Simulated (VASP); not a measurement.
# SnSe (P4_132) in VASP: a series of runs

Runs on SnSe. Level: PBE. Tasks: relaxation of cell and atoms, single point.

All numbers are computed with VASP 6.6.1; they aren't measurements. Logs are shortened: lines on timing, memory, paths and dates and some standing lists are left out, and cuts for length are marked.

## 1. The cell of the first run

The structure is cubic, space group P4_132 (No. 213). The conventional cell has a = 6.920 Å, b = 6.920 Å, c = 6.920 Å, α = 90.00°, β = 90.00°, γ = 90.00°. Sn (site symmetry 32) has 3 Se at 2.45 Å within 3.2 Å. Se (site symmetry 32) has 3 Sn at 2.45 Å within 3.2 Å.

The cell was generated, and may not be a known phase.

## 2. Relaxation of cell and atoms, PBE

The input, INCAR:

```
ALGO = Normal
EDIFF = 1E-6
EDIFFG = -0.04
ENCUT = 600
GGA = PE
IBRION = 2
ISIF = 3
ISMEAR = 0
LASPH = True
LCHARG = False
LREAL = False
LWAVE = False
NELM = 100
NSW = 90
PREC = Accurate
SIGMA = 0.1
```

The input, KPOINTS:

```
k-points
0
Gamma
  4 4 4
```

The input, POSCAR:

```
SnSe
1.0
    6.9204597200      0.0000000000      0.0000000000
    0.0000000000      6.9204597200      0.0000000000
    0.0000000000      0.0000000000      6.9204597200
Sn Se
4 4
Direct
    0.8750000000      0.8750000000      0.8750000000
    0.6250000000      0.1250000000      0.3750000000
    0.1250000000      0.3750000000      0.6250000000
    0.3750000000      0.6250000000      0.1250000000
    0.3750000000      0.3750000000      0.3750000000
    0.1250000000      0.6250000000      0.8750000000
    0.6250000000      0.8750000000      0.1250000000
    0.8750000000      0.1250000000      0.6250000000
```

Potentials or basis: VASP PAW PBE potentials, release 64 (Sn_d, Se).

Started as:

```bash
cat potpaw_PBE.64/Sn_d/POTCAR potpaw_PBE.64/Se/POTCAR > POTCAR
mpirun -np 1 vasp_std > vasp.out
```

OUTCAR:

```text
EDIFF = 1E-6
   EDIFFG = -0.04
   ENCUT = 600
   GGA = PE
   IBRION = 2
   ISIF = 3
   ISMEAR = 0
   LASPH = True
   LREAL = False
   NELM = 100
   NSW = 90
   PREC = Accurate

 ion  position               nearest neighbor table
   1  0.875  0.875  0.875-   6 2.45   7 2.45   8 2.45
   2  0.625  0.125  0.375-   5 2.45   7 2.45   8 2.45
   3  0.125  0.375  0.625-   5 2.45   6 2.45   8 2.45
   4  0.375  0.625  0.125-   5 2.45   6 2.45   7 2.45
   5  0.375  0.375  0.375-   2 2.45   3 2.45   4 2.45
   6  0.125  0.625  0.875-   1 2.45   3 2.45   4 2.45
   7  0.625  0.875  0.125-   1 2.45   2 2.45   4 2.45
   8  0.875  0.125  0.625-   1 2.45   2 2.45   3 2.45

  LATTYP: Found a simple cubic cell.
 ALAT       =     6.9204597200

  Lattice vectors:

 A1 = (   6.9204597200,   0.0000000000,   0.0000000000)
 A2 = (   0.0000000000,   6.9204597200,   0.0000000000)
 A3 = (   0.0000000000,   0.0000000000,   6.9204597200)

Analysis of symmetry for initial positions (statically):
=====================================================================
 Subroutine PRICEL returns:
 Original cell was already a primitive cell.

 Routine SETGRP: Setting up the symmetry group for a
 simple cubic supercell.

 Subroutine GETGRP returns: Found 24 space group operations
 (whereof  3 operations were pure point group operations)
 out of a pool of 48 trial point group operations.

The static configuration has the point symmetry C_3 .
 The point group associated with its full space group is O   .

Analysis of symmetry for dynamics (positions and initial velocities):
=====================================================================
 Subroutine PRICEL returns:
 Original cell was already a primitive cell.

 Routine SETGRP: Setting up the symmetry group for a
 simple cubic supercell.

 Subroutine GETGRP returns: Found 24 space group operations
 (whereof  3 operations were pure point group operations)
 out of a pool of 48 trial point group operations.

The dynamic configuration has the point symmetry C_3 .
 The point group associated with its full space group is O   .

 Subroutine INISYM returns: Found 24 space group operations
 (whereof  3 operations are pure point group operations),
 and found     1 'primitive' translations

----------------------------------------------------------------------------------------

                                     Primitive cell

  volume of cell :     331.4399

  direct lattice vectors                    reciprocal lattice vectors
     6.920459720  0.000000000  0.000000000     0.144499071  0.000000000  0.000000000
     0.000000000  6.920459720  0.000000000     0.000000000  0.144499071  0.000000000
     0.000000000  0.000000000  6.920459720     0.000000000  0.000000000  0.144499071

  length of vectors
     6.920459720  6.920459720  6.920459720     0.144499071  0.144499071  0.144499071

  position of ions in fractional coordinates (direct lattice)
     0.875000000  0.875000000  0.875000000
     0.625000000  0.125000000  0.375000000
     0.125000000  0.375000000  0.625000000
     0.375000000  0.625000000  0.125000000
     0.375000000  0.375000000  0.375000000
     0.125000000  0.625000000  0.875000000
     0.625000000  0.875000000  0.125000000
     0.875000000  0.125000000  0.625000000

  ion indices of the primitive-cell ions
   primitive index   ion index
                 1           1
                 2           2
                 3           3
                 4           4
                 5           5
                 6           6
                 7           7
                 8           8

----------------------------------------------------------------------------------------

 KPOINTS: k-points

Automatic generation of k-mesh.
 Grid dimensions read from file:
 generate k-points for:    4    4    4

 Generating k-lattice:

  Cartesian coordinates                     Fractional coordinates (reciprocal lattice)
     0.036124768  0.000000000  0.000000000     0.250000000  0.000000000  0.000000000
     0.000000000  0.036124768  0.000000000     0.000000000  0.250000000  0.000000000
     0.000000000  0.000000000  0.036124768     0.000000000  0.000000000  0.250000000

  Length of vectors
     0.036124768  0.036124768  0.036124768

  Shift w.r.t. Gamma in fractional coordinates (k-lattice)
     0.000000000  0.000000000  0.000000000

 Subroutine IBZKPT returns following result:
 ===========================================

 Found     10 irreducible k-points:

 Following reciprocal coordinates:
            Coordinates               Weight
  0.000000  0.000000  0.000000      1.000000
  0.250000  0.000000  0.000000      6.000000
  0.500000  0.000000  0.000000      3.000000
  0.250000  0.250000  0.000000     12.000000
  0.500000  0.250000  0.000000     12.000000
  0.500000  0.500000  0.000000      3.000000
  0.250000  0.250000  0.250000      8.000000
  0.500000  0.250000  0.250000     12.000000
  0.500000  0.500000  0.250000      6.000000
  0.500000  0.500000  0.500000      1.000000
   k-points           NKPTS =     10   k-points in BZ     NKDIM =     10   number of bands    NBANDS=     48
   number of dos      NEDOS =    301   number of ions     NIONS =      8
   total plane-waves  NPLWV = 175616
   dimension x,y,z NGX =    56 NGY =   56 NGZ =   56
   dimension x,y,z NGXF=   112 NGYF=  112 NGZF=  112
   ions per type =               4   4
   NGX,Y,Z   is equivalent  to a cutoff of  13.45, 13.45, 13.45 a.u.
   NGXF,Y,Z  is equivalent  to a cutoff of  26.91, 26.91, 26.91 a.u.
 SYSTEM =  unknown system
   PREC   = accura    normal or accurate (medium, high low for compatibility)
   ISTART =      0    job   : 0-new  1-cont  2-samecut
   ICHARG =      2    charge: 1-file 2-atom 10-const
   ISPIN  =      1    spin polarized calculation?
   LNONCOLLINEAR =      F non collinear calculations
   LSORBIT =      F    spin-orbit coupling
   LASPH  =      T    aspherical Exc in radial PAW
   ENCUT  =  600.0 eV  44.10 Ry    6.64 a.u.  13.82 13.82 13.82*2*pi/ulx,y,z
   NELM   =    100;   NELMIN=  2; NELMDL= -5     # of ELM steps
   EDIFF  = 0.1E-05   stopping-criterion for ELM
   LREAL  =      F    real-space projection
   EDIFFG = -.4E-01   stopping-criterion for IOM
   NSW    =     90    number of steps for IOM
   IBRION =      2    ionic relax: 0-MD 1-quasi-New 2-CG
   NFREE  =      1    steps in history (QN), initial steepest desc. (CG)
   ISIF   =      3    stress and relaxation
   ISYM   =      2    0-nonsym 1-usesym 2-fastsym
   POTIM  = 0.5000    time-step for ionic-motion
   TEBEG  =    0.0;   TEEND  =   0.0 temperature during run
   PSTRESS=    0.0 pullay stress
   NELECT =      80.0000    total number of electrons
   NUPDOWN=      -1.0000    fix difference up-down
   EMIN   =  10.00;   EMAX   =-10.00  energy-range for DOS
   EFERMI =   0.00;   METHOD = LEGACY
   ISMEAR =     0;   SIGMA  =   0.10  broadening in eV -4-tet -1-fermi 0-gaus
   EFERMI_NEDOS =   21; number of points for ismear=-14 and -15
   IALGO  =     38    algorithm
   IMIX   =      4    mixing-type and parameters
     AMIX     =   0.40;   BMIX     =  1.00
     AMIX_MAG =   1.60;   BMIX_MAG =  1.00
  volume/ion in A,a.u.               =      41.43       279.58
  Fermi-wavevector in a.u.,A,eV,Ry     =   1.019303  1.926203 14.136156  1.038978
  Thomas-Fermi vector in A             =   2.152809
   LORBIT       =      0    0 simple, 1 ext, 2 COOP (PROOUT), +10 PAW based schemes
   GGA     = PE    functional components
   LHFCALC =     F    Hartree Fock is set to
   AEXX    =    0.0000 exact exchange contribution
   IVDW    =     0    specifies the selected vdW correction
   LEPSILON=     F    determine dielectric tensor
   LRPA    =     F    only Hartree local field effects (RPA)
 conjugate gradient relaxation of ions
 non-spin polarized calculation
 Gauss-broadening in eV      SIGMA  =   0.10
  energy-cutoff  :      600.00
  volume of cell :      331.44
 maximum number of plane-waves:     11152
 NGX is ok and might be reduce to    56
   NGX = 27   NGY = 27   NGZ = 27

--------------------------------------- Ionic step        1  -------------------------------------------

 number of electron      79.9999968 magnetization

 Free energy of the ion-electron system (eV)
  ---------------------------------------------------
  ext. energy  EPLUGINS =         0.00000000
  ---------------------------------------------------
  free energy    TOTEN  =       -24.64847696 eV

  energy without entropy =      -24.63746725  energy(sigma->0) =      -24.64297211

------------------------ aborting loop because EDIFF is reached ----------------------------------------

  FORCE on cell =-STRESS in cart. coord.  units (eV):
  Direction    XX          YY          ZZ          XY          YZ          ZX
  --------------------------------------------------------------------------------------
  -------------------------------------------------------------------------------------
  Total       25.9414778     25.9414778     25.9414778      0.0000000      0.0000000      0.0000000
  in kB      125.4008439    125.4008439    125.4008439      0.0000000      0.0000000      0.0000000
  external PRESSURE =     125.4008439 kB  Pullay stress =       0.0000000 kB
[... 27 lines left out ...]
  energy  without entropy=      -24.6374672488  energy(sigma->0) =      -24.64297211

--------------------------------------- Ionic step        2  -------------------------------------------

 number of electron      80.0000070 magnetization

 E-fermi :  -0.0739     XC(G=0):  -5.5908

 val. band max:       -0.1886774748   @ k =   0.2500   0.0000   0.0000
 cond. band min:       0.0575726366   @ k =   0.5000   0.0000   0.0000
 fundamental gap:      0.2462501114
 Fermi energy:        -0.0738692261

 k-point     1 :       0.0000    0.0000    0.0000
  band No.  band energies     occupation
      1     -22.0834      2.00000
      2     -22.0792      2.00000
      3     -22.0792      2.00000
      4     -22.0792      2.00000
      5     -22.0417      2.00000
      6     -22.0417      2.00000
[... 580 lines left out ...]
  energy  without entropy=      -28.7724127041  energy(sigma->0) =      -28.77750071

--------------------------------------- Ionic step        4  -------------------------------------------

 number of electron      79.9999973 magnetization

 Free energy of the ion-electron system (eV)
  ---------------------------------------------------
  ext. energy  EPLUGINS =         0.00000000
  ---------------------------------------------------
  free energy    TOTEN  =       -28.78953925 eV

  energy without entropy =      -28.78167416  energy(sigma->0) =      -28.78560670

 E-fermi :   0.2433     XC(G=0):  -5.7833

 val. band max:        0.1680140473   @ k =   0.2500   0.0000   0.0000
 cond. band min:       0.3352652440   @ k =   0.5000   0.0000   0.0000
 fundamental gap:      0.1672511967
 Fermi energy:         0.2432582239

 k-point     1 :       0.0000    0.0000    0.0000
  band No.  band energies     occupation
      1     -21.7225      2.00000
      2     -21.7166      2.00000
      3     -21.7166      2.00000
      4     -21.7166      2.00000
      5     -21.6808      2.00000
      6     -21.6808      2.00000
[... 534 lines left out ...]
  FREE ENERGIE OF THE ION-ELECTRON SYSTEM (eV)
  ---------------------------------------------------
  free  energy   TOTEN  =       -28.7895392471 eV

  energy  without entropy=      -28.7816741557  energy(sigma->0) =      -28.78560670

 reached required accuracy - stopping structural energy minimisation
```

Run time: 16 min. Hardware: 1 thread of Intel Xeon 8259CL, shared host; peak memory 0.54 GiB.

Results:

* Free energy: -28.7895 eV
* Relaxed volume: 60.23 Å³/atom
* Relaxed cell: a = 7.840 Å, b = 7.840 Å, c = 7.840 Å, α = 90.00°, β = 90.00°, γ = 90.00°
* Space group after relaxing (to 0.1 Å): P4_132 (No. 213)
* Energy gained by relaxing: 517.6 meV/atom
* Ionic steps: 4
* Pressure after relaxing: 0.0 GPa
* Band gap on the k mesh: 0.17 eV (least direct gap 0.19 eV)

Step by step:
```
step  energy change (eV)  largest force (eV/Å)  pressure (GPa)  volume (Å³)
   1              0.0000                0.0000           12.54       331.44
   2             -4.0507                0.0000           -0.89       512.59
   3             -4.1341                0.0000            0.27       473.33
   4             -4.1411                0.0000           -0.01       481.86
```

Final structure:
```cif
data_structure
_symmetry_space_group_name_H-M 'P 1'
_symmetry_Int_Tables_number 1
_cell_length_a 7.8399
_cell_length_b 7.8399
_cell_length_c 7.8399
_cell_angle_alpha 90.000
_cell_angle_beta 90.000
_cell_angle_gamma 90.000
_cell_volume 481.86
loop_
_atom_site_label
_atom_site_type_symbol
_atom_site_fract_x
_atom_site_fract_y
_atom_site_fract_z
_atom_site_occupancy
Sn1 Sn 0.87500 0.87500 0.87500 1
Sn2 Sn 0.62500 0.12500 0.37500 1
Sn3 Sn 0.12500 0.37500 0.62500 1
Sn4 Sn 0.37500 0.62500 0.12500 1
Se1 Se 0.37500 0.37500 0.37500 1
Se2 Se 0.12500 0.62500 0.87500 1
Se3 Se 0.62500 0.87500 0.12500 1
Se4 Se 0.87500 0.12500 0.62500 1
```

Levels at points of the mesh, in eV from the valence-band top:
```tsv
k point	band 37	band 38	band 39	band 40	band 41	band 42	band 43	band 44
(0.00, 0.00, 0.00)	-1.43	-0.06	-0.06	-0.06	0.29	0.29	0.29	1.44
(0.50, 0.00, 0.00)	-1.57	-1.57	-0.14	-0.14	0.17	0.17	1.28	1.28
(0.50, 0.50, 0.00)	-1.55	-1.55	-0.89	-0.89	0.77	0.77	0.87	0.87
(0.50, 0.50, 0.50)	-1.02	-1.02	-1.02	-1.02	0.72	0.72	0.72	0.72
```

Caveat: the volume moved by over 15 % at a fixed basis, so the end points are rough; semilocal functionals underestimate gaps, and a narrow one can read as zero; spin-orbit coupling is left out, which moves the levels of the heavy elements.

## 3. Single point, PBE

This run uses another cell than the first one, of 60.18 Å³/atom.

The input, INCAR:

```
ALGO = Normal ; EDIFF = 1E-6
ENCUT = 520 ; GGA = PE
ISIF = 2 ; ISMEAR = 0
LASPH = True ; LCHARG = False
LREAL = False ; LWAVE = False
NBANDS = 50 ; NELM = 60
PREC = Accurate ; SIGMA = 0.01
```

The input, KPOINTS:

```
k-points
0
Gamma
  6 6 6
```

POSCAR: that of step 2 with these lines changed.

```diff
@@ -2,5 +2,5 @@
 1.0
-    6.9204597200      0.0000000000      0.0000000000
-    0.0000000000      6.9204597200      0.0000000000
-    0.0000000000      0.0000000000      6.9204597200
+    7.8377562163      0.0000000000      0.0000000000
+    0.0000000000      7.8377562163      0.0000000000
+    0.0000000000      0.0000000000      7.8377562163
 Sn Se
```

Potentials or basis: VASP PAW PBE potentials, release 64 (Sn_d, Se).

Started as:

```bash
cat potpaw_PBE.64/Sn_d/POTCAR potpaw_PBE.64/Se/POTCAR > POTCAR
mpirun -np 1 vasp_std > vasp.out
```

OUTCAR:

```text
EDIFF = 1E-6
   ENCUT = 520
   GGA = PE
   ISIF = 2
   ISMEAR = 0
   LASPH = True
   LREAL = False
   NELM = 60
   PREC = Accurate

 ion  position               nearest neighbor table
   1  0.875  0.875  0.875-   6 2.77   7 2.77   8 2.77
   2  0.625  0.125  0.375-   5 2.77   7 2.77   8 2.77
   3  0.125  0.375  0.625-   5 2.77   6 2.77   8 2.77
   4  0.375  0.625  0.125-   5 2.77   6 2.77   7 2.77
[... 1270 lines left out ...]
  -------------------------------------------------------------------------------------
  Total       -0.1375097     -0.1375097     -0.1375097      0.0000000     -0.0000000      0.0000000
  in kB       -0.4575818     -0.4575818     -0.4575818      0.0000000     -0.0000000      0.0000000
  external PRESSURE =      -0.4575818 kB  Pullay stress =       0.0000000 kB

 VOLUME and BASIS-vectors are now :
 -----------------------------------------------------------------------------
  energy-cutoff  :      520.00
  volume of cell :      481.48
      direct lattice vectors                 reciprocal lattice vectors
     7.837756216  0.000000000  0.000000000     0.127587536  0.000000000  0.000000000
     0.000000000  7.837756216  0.000000000     0.000000000  0.127587536  0.000000000
     0.000000000  0.000000000  7.837756216     0.000000000  0.000000000  0.127587536

 POSITION                                       TOTAL-FORCE (eV/Angst)
 -----------------------------------------------------------------------------------
      6.85804      6.85804      6.85804         0.000000      0.000000      0.000000
      4.89860      0.97972      2.93916        -0.000000      0.000000      0.000000
      0.97972      2.93916      4.89860        -0.000000      0.000000      0.000000
      2.93916      4.89860      0.97972        -0.000000      0.000000      0.000000
      2.93916      2.93916      2.93916         0.000000      0.000000      0.000000
      0.97972      4.89860      6.85804        -0.000000      0.000000      0.000000
      4.89860      6.85804      0.97972         0.000000      0.000000      0.000000
      6.85804      0.97972      4.89860         0.000000      0.000000      0.000000
 -----------------------------------------------------------------------------------
    total drift:                                0.000000     -0.000000     -0.000000

  FREE ENERGIE OF THE ION-ELECTRON SYSTEM (eV)
  ---------------------------------------------------
  free  energy   TOTEN  =       -28.8198971173 eV

  energy  without entropy=      -28.8198971173  energy(sigma->0) =      -28.81989712
```

OSZICAR:

```text
N       E                     dE             d eps       ncg     rms          rms(c)
DAV:   1     0.705871571326E+03    0.70587E+03   -0.35202E+04  2048   0.154E+03
DAV:   2     0.788582703014E+02   -0.62701E+03   -0.60728E+03  2114   0.369E+02
DAV:   3    -0.233853411539E+02   -0.10224E+03   -0.97508E+02  2446   0.166E+02
DAV:   4    -0.306126816648E+02   -0.72273E+01   -0.70301E+01  2262   0.436E+01
DAV:   5    -0.308574725560E+02   -0.24479E+00   -0.24411E+00  2604   0.838E+00    0.737E+00
DAV:   6    -0.288246516994E+02    0.20328E+01   -0.35504E+00  2530   0.748E+00    0.409E+00
DAV:   7    -0.288215396678E+02    0.31120E-02   -0.90695E-01  2436   0.290E+00    0.206E+00
DAV:   8    -0.288218147735E+02   -0.27511E-03   -0.12531E-01  2662   0.197E+00    0.403E-01
DAV:   9    -0.288163514486E+02    0.54633E-02   -0.32186E-02  2430   0.856E-01    0.177E-01
DAV:  10    -0.288191466171E+02   -0.27952E-02   -0.37168E-03  2588   0.272E-01    0.739E-02
DAV:  11    -0.288198271212E+02   -0.68050E-03   -0.12298E-03  2156   0.135E-01    0.214E-02
DAV:  12    -0.288198940407E+02   -0.66919E-04   -0.21181E-04  2660   0.603E-02    0.178E-02
DAV:  13    -0.288198942521E+02   -0.21140E-06   -0.54571E-05  2532   0.411E-02    0.521E-03
DAV:  14    -0.288198974388E+02   -0.31867E-05   -0.10939E-05  1816   0.170E-02    0.334E-03
DAV:  15    -0.288198971173E+02    0.32145E-06   -0.36538E-07  1568   0.406E-03
   1 F= -.28819897E+02 E0= -.28819897E+02  d E =-.337993E-13
```

It took 17 min on 1 thread of Intel Xeon 8259CL, shared host; peak memory 0.7 GiB.

Results:

```yaml
Free_energy: -28.8199 eV
Pressure: 0.0 GPa
Band_gap_on_the_k_mesh: 0.10 eV (least direct gap 0.16 eV)
```

Levels at points of the mesh, in eV from the valence-band top:
| k point | band 38 | band 39 | band 40 | band 41 | band 42 | band 43 |
| --- | --- | --- | --- | --- | --- | --- |
| (0.00, 0.00, 0.00) | -0.12 | -0.12 | -0.12 | 0.24 | 0.24 | 0.24 |
| (0.50, 0.00, 0.00) | -1.63 | -0.20 | -0.20 | 0.11 | 0.11 | 1.22 |
| (0.50, 0.50, 0.00) | -1.62 | -0.96 | -0.96 | 0.71 | 0.71 | 0.81 |
| (0.50, 0.50, 0.50) | -1.08 | -1.08 | -1.08 | 0.66 | 0.66 | 0.66 |

Caveat: semilocal functionals underestimate gaps, and a narrow one can read as zero; spin-orbit coupling is left out, which moves the levels of the heavy elements. A k mesh can miss the band edges.
